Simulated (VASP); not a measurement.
# CoH (Fm-3m) in VASP: single point with r2SCAN

Aim: the single point of CoH with r2SCAN.

Program: VASP 6.6.1. These are calculated values, not measurements. Logs are shortened: lines on timing, memory, paths and dates and some standing lists are left out, and cuts for length are marked.

## 1. The cell of the first run

The structure is cubic, space group Fm-3m (No. 225). The conventional cell has a = 3.685 Å, b = 3.685 Å, c = 3.685 Å, α = 90.00°, β = 90.00°, γ = 90.00°. Within 2.4 Å of Co (site symmetry m-3m) lie 6 H at 1.84 Å. H (site symmetry m-3m) has 6 Co at 1.84 Å within 2.4 Å.

## 2. Single point, r2SCAN, collinear spin, ferromagnetic start

File POSCAR:

```
CoH
1.0
    0.0000000000      1.8423864905      1.8423864905
    1.8423864905      0.0000000000      1.8423864905
    1.8423864905      1.8423864905      0.0000000000
Co H
1 1
Direct
    0.0000000000      0.0000000000      0.0000000000
    0.5000000000      0.5000000000      0.5000000000
```

File INCAR.step1:

```
ALGO = Normal ; EDIFF = 1E-4
ENCUT = 520 ; GGA = PE
ISMEAR = 0 ; ISPIN = 2
LASPH = True ; LCHARG = False
LMAXMIX = 4 ; LREAL = False
LWAVE = True ; MAGMOM = 1.33 0
NBANDS = 16 ; NELM = 150
PREC = Accurate ; SIGMA = 0.1
```

File INCAR.step2:

```
ALGO = Normal ; EDIFF = 1E-6
ENCUT = 520 ; ISIF = 2
ISMEAR = 0 ; ISPIN = 2
ISTART = 1 ; LASPH = True
LCHARG = False ; LMAXMIX = 4
LMIXTAU = True ; LORBIT = 11
LREAL = False ; LWAVE = False
MAGMOM = 1.33 0 ; METAGGA = R2SCAN
NBANDS = 16 ; NELM = 150
PREC = Accurate ; SIGMA = 0.1
```

File KPOINTS:

```
k-points
0
Gamma
  26 26 26
```

Potentials or basis: VASP PAW PBE potentials, release 64 (Co, H).

On the command line:

```
$ cat potpaw_PBE.64/Co/POTCAR potpaw_PBE.64/H/POTCAR > POTCAR
$ cp INCAR.step1 INCAR
$ mpirun -np 1 vasp_std > vasp.out
$ cp INCAR.step2 INCAR
$ mpirun -np 1 vasp_std > vasp.out
```

OUTCAR:

```text
EDIFF = 1E-6
   ENCUT = 520
   ISIF = 2
   ISMEAR = 0
   ISPIN = 2
   ISTART = 1
   LASPH = True
   LORBIT = 11
   LREAL = False
   METAGGA = R2SCAN
   NELM = 150
   PREC = Accurate

 ion  position               nearest neighbor table
   1  0.000  0.000  0.000-   2 1.84   2 1.84   2 1.84   2 1.84   2 1.84   2 1.84
   2  0.500  0.500  0.500-   1 1.84   1 1.84   1 1.84   1 1.84   1 1.84   1 1.84

  LATTYP: Found a face centered cubic cell.
 ALAT       =     3.6847729810

  Lattice vectors:

 A1 = (   0.0000000000,   1.8423864905,   1.8423864905)
 A2 = (   1.8423864905,   0.0000000000,   1.8423864905)
 A3 = (   1.8423864905,   1.8423864905,   0.0000000000)

Analysis of symmetry for initial positions (statically):
=====================================================================
 Subroutine PRICEL returns:
 Original cell was already a primitive cell.

 Routine SETGRP: Setting up the symmetry group for a
 face centered cubic supercell.

 Subroutine GETGRP returns: Found 48 space group operations
 (whereof 48 operations were pure point group operations)
 out of a pool of 48 trial point group operations.

The static configuration has the point symmetry O_h .

Analysis of symmetry for dynamics (positions and initial velocities):
=====================================================================
 Subroutine PRICEL returns:
 Original cell was already a primitive cell.

 Routine SETGRP: Setting up the symmetry group for a
 face centered cubic supercell.

 Subroutine GETGRP returns: Found 48 space group operations
 (whereof 48 operations were pure point group operations)
 out of a pool of 48 trial point group operations.

The dynamic configuration has the point symmetry O_h .

Analysis of structural, dynamic, and magnetic symmetry:
=====================================================================
 Subroutine PRICEL returns:
 Original cell was already a primitive cell.

 Routine SETGRP: Setting up the symmetry group for a
 face centered cubic supercell.

 Subroutine GETGRP returns: Found 48 space group operations
 (whereof 48 operations were pure point group operations)
 out of a pool of 48 trial point group operations.

The overall configuration has the point symmetry O_h .

 Subroutine INISYM returns: Found 48 space group operations
 (whereof 48 operations are pure point group operations),
 and found     1 'primitive' translations

----------------------------------------------------------------------------------------

                                     Primitive cell

  volume of cell :      12.5075

  direct lattice vectors                    reciprocal lattice vectors
     0.000000000  1.842386491  1.842386491    -0.271387140  0.271387140  0.271387140
     1.842386491  0.000000000  1.842386491     0.271387140 -0.271387140  0.271387140
     1.842386491  1.842386491  0.000000000     0.271387140  0.271387140 -0.271387140

  length of vectors
     2.605527962  2.605527962  2.605527962     0.470056315  0.470056315  0.470056315

  position of ions in fractional coordinates (direct lattice)
     0.000000000  0.000000000  0.000000000
     0.500000000  0.500000000  0.500000000

  ion indices of the primitive-cell ions
   primitive index   ion index
                 1           1
                 2           2

----------------------------------------------------------------------------------------

 KPOINTS: k-points

Automatic generation of k-mesh.
 Grid dimensions read from file:
 generate k-points for:   26   26   26

 Generating k-lattice:

  Cartesian coordinates                     Fractional coordinates (reciprocal lattice)
    -0.010437967  0.010437967  0.010437967     0.038461538  0.000000000  0.000000000
     0.010437967 -0.010437967  0.010437967     0.000000000  0.038461538  0.000000000
     0.010437967  0.010437967 -0.010437967     0.000000000  0.000000000  0.038461538

  Length of vectors
     0.018079089  0.018079089  0.018079089

  Shift w.r.t. Gamma in fractional coordinates (k-lattice)
     0.000000000  0.000000000  0.000000000

 Subroutine IBZKPT returns following result:
 ===========================================

 Found    511 irreducible k-points:

 Following reciprocal coordinates:
            Coordinates               Weight
  0.000000  0.000000  0.000000      1.000000
  0.038462  0.000000  0.000000      8.000000
  0.076923  0.000000  0.000000      8.000000
  0.115385  0.000000  0.000000      8.000000
  0.153846  0.000000  0.000000      8.000000
  0.192308  0.000000  0.000000      8.000000
[... 16 lines left out ...]
  0.346154  0.038462  0.000000     24.000000
  0.384615  0.038462  0.000000     24.000000
 [... further k-points ...]
   k-points           NKPTS =    511   k-points in BZ     NKDIM =    511   number of bands    NBANDS=     16
   number of dos      NEDOS =    301   number of ions     NIONS =      2
   total plane-waves  NPLWV =   8000
   dimension x,y,z NGX =    20 NGY =   20 NGZ =   20
   dimension x,y,z NGXF=    40 NGYF=   40 NGZF=   40
   ions per type =               1   1
   NGX,Y,Z   is equivalent  to a cutoff of  12.76, 12.76, 12.76 a.u.
   NGXF,Y,Z  is equivalent  to a cutoff of  25.52, 25.52, 25.52 a.u.
 SYSTEM =  unknown system
   PREC   = accura    normal or accurate (medium, high low for compatibility)
   ISTART =      1    job   : 0-new  1-cont  2-samecut
   ICHARG =      0    charge: 1-file 2-atom 10-const
   ISPIN  =      2    spin polarized calculation?
   LNONCOLLINEAR =      F non collinear calculations
   LSORBIT =      F    spin-orbit coupling
   LASPH  =      T    aspherical Exc in radial PAW
   ENCUT  =  520.0 eV  38.22 Ry    6.18 a.u.   4.84  4.84  4.84*2*pi/ulx,y,z
   NELM   =    150;   NELMIN=  2; NELMDL=  0     # of ELM steps
   EDIFF  = 0.1E-05   stopping-criterion for ELM
   LREAL  =      F    real-space projection
   EDIFFG = 0.1E-04   stopping-criterion for IOM
   NSW    =      0    number of steps for IOM
   IBRION =     -1    ionic relax: 0-MD 1-quasi-New 2-CG
   NFREE  =      0    steps in history (QN), initial steepest desc. (CG)
   ISIF   =      2    stress and relaxation
   ISYM   =      2    0-nonsym 1-usesym 2-fastsym
   POTIM  = 0.5000    time-step for ionic-motion
   TEBEG  =    0.0;   TEEND  =   0.0 temperature during run
   PSTRESS=    0.0 pullay stress
   NELECT =      10.0000    total number of electrons
   NUPDOWN=      -1.0000    fix difference up-down
   EMIN   =  10.00;   EMAX   =-10.00  energy-range for DOS
   EFERMI =   0.00;   METHOD = LEGACY
   ISMEAR =     0;   SIGMA  =   0.10  broadening in eV -4-tet -1-fermi 0-gaus
   EFERMI_NEDOS =   21; number of points for ismear=-14 and -15
   IALGO  =     38    algorithm
   IMIX   =      4    mixing-type and parameters
     AMIX     =   0.40;   BMIX     =  1.00
     AMIX_MAG =   1.60;   BMIX_MAG =  1.00
  volume/ion in A,a.u.               =       6.25        42.20
  Fermi-wavevector in a.u.,A,eV,Ry     =   1.519442  2.871329 31.411820  2.308704
  Thomas-Fermi vector in A             =   2.628427
   LORBIT       =     11    0 simple, 1 ext, 2 COOP (PROOUT), +10 PAW based schemes
   METAGGA = R2SCAN    functional components
   LHFCALC =     F    Hartree Fock is set to
   AEXX    =    0.0000 exact exchange contribution
   IVDW    =     0    specifies the selected vdW correction
   LEPSILON=     F    determine dielectric tensor
   LRPA    =     F    only Hartree local field effects (RPA)
 spin polarized calculation
 Gauss-broadening in eV      SIGMA  =   0.10
  energy-cutoff  :      520.00
  volume of cell :       12.51
 maximum number of plane-waves:       345
   NGX =  9   NGY =  9   NGZ =  9

 number of electron       9.9999993 magnetization       1.4180733

 Free energy of the ion-electron system (eV)
  ---------------------------------------------------
  ext. energy  EPLUGINS =         0.00000000
  ---------------------------------------------------
  free energy    TOTEN  =       -16.52531689 eV

  energy without entropy =      -16.52097281  energy(sigma->0) =      -16.52314485

 E-fermi :  10.3886     XC(G=0): -14.6000

 val. band max:       10.3846889459   @ k =   0.3846   0.2308   0.0769
 cond. band min:      10.3890172335   @ k =  -0.2692   0.1923   0.0000
 fundamental gap:      0.0043282876
 Fermi energy:        10.3886009147

 spin component 1

 k-point     1 :       0.0000    0.0000    0.0000
  band No.  band energies     occupation
      1      -2.8121      1.00000
      2       6.9385      1.00000
      3       6.9385      1.00000
      4       6.9385      1.00000
      5       8.2108      1.00000
      6       8.2108      1.00000
[... 8 lines left out ...]
     15      42.8342      0.00000
     16      46.4571      0.00000
[... 419 lines left out ...]
 k-point    24 :       0.3846    0.0385    0.0000
  band No.  band energies     occupation
      1       1.4046      1.00000
      2       5.5496      1.00000
      3       6.9771      1.00000
      4       7.0224      1.00000
      5       8.5098      1.00000
      6       8.6138      1.00000
[... 8 lines left out ...]
     15      46.3198      0.00000
     16      48.6140      0.00000

 [... further k-points ...]

 spin component 2

 k-point     1 :       0.0000    0.0000    0.0000
  band No.  band energies     occupation
      1      -3.1412      1.00000
      2       9.2535      1.00000
      3       9.2535      1.00000
      4       9.2535      1.00000
      5       9.7884      1.00000
      6       9.7884      1.00000
[... 8 lines left out ...]
     15      47.5932      0.00000
     16      47.5932      0.00000
[... 419 lines left out ...]
 k-point    24 :       0.3846    0.0385    0.0000
  band No.  band energies     occupation
      1       1.2023      1.00000
      2       6.8691      1.00000
      3       8.6769      1.00000
      4       8.7513      1.00000
      5      10.7509      0.00000
      6      10.8618      0.00000
[... 8 lines left out ...]
     15      48.5244      0.00000
     16      49.5187      0.00000

 [... further k-points ...]
[... 5 lines left out ...]
  --------------------------------------------------------------------------------------
  -------------------------------------------------------------------------------------
  Total        0.0062480      0.0062480      0.0062480      0.0000000      0.0000000      0.0000000
  in kB        0.8003447      0.8003447      0.8003447      0.0000000      0.0000000      0.0000000
  external PRESSURE =       0.8003447 kB  Pullay stress =       0.0000000 kB

 VOLUME and BASIS-vectors are now :
 -----------------------------------------------------------------------------
  energy-cutoff  :      520.00
  volume of cell :       12.51
      direct lattice vectors                 reciprocal lattice vectors
     0.000000000  1.842386491  1.842386491    -0.271387140  0.271387140  0.271387140
     1.842386491  0.000000000  1.842386491     0.271387140 -0.271387140  0.271387140
     1.842386491  1.842386491  0.000000000     0.271387140  0.271387140 -0.271387140

 POSITION                                       TOTAL-FORCE (eV/Angst)
 -----------------------------------------------------------------------------------
      0.00000      0.00000      0.00000         0.000000      0.000000      0.000000
      1.84239      1.84239      1.84239        -0.000000      0.000000     -0.000000
 -----------------------------------------------------------------------------------
    total drift:                                0.000000     -0.000000     -0.000000

  FREE ENERGIE OF THE ION-ELECTRON SYSTEM (eV)
  ---------------------------------------------------
  free  energy   TOTEN  =       -16.5253168893 eV

  energy  without entropy=      -16.5209728114  energy(sigma->0) =      -16.52314485

 total charge

# of ion       s       p       d       tot
------------------------------------------
    1        0.416   0.578   7.403   8.397
    2        0.513   0.042   0.000   0.555
--------------------------------------------------
tot          0.929   0.620   7.403   8.951

 magnetization (x)

# of ion       s       p       d       tot
------------------------------------------
    1       -0.012  -0.033   1.534   1.489
    2        0.001  -0.006   0.000  -0.005
--------------------------------------------------
tot         -0.011  -0.039   1.534   1.484
```

Wall time 15 min (1 thread of Intel Xeon Platinum 8375C at 2.90GHz (Ice Lake), shared host); peak memory 0.27 GiB.

Results:

```yaml
Free_energy: -16.5253 eV
Pressure: 0.1 GPa
Net_moment: 1.42 μB per cell
Site_moments: Co +1.49; H -0.01 μB
Valence_electrons_inside_the_program's_atomic_spheres: Co 8.40; H 0.56
```

Caveat: the PAW data sets were made with another functional, which shifts forces and pressure a little.
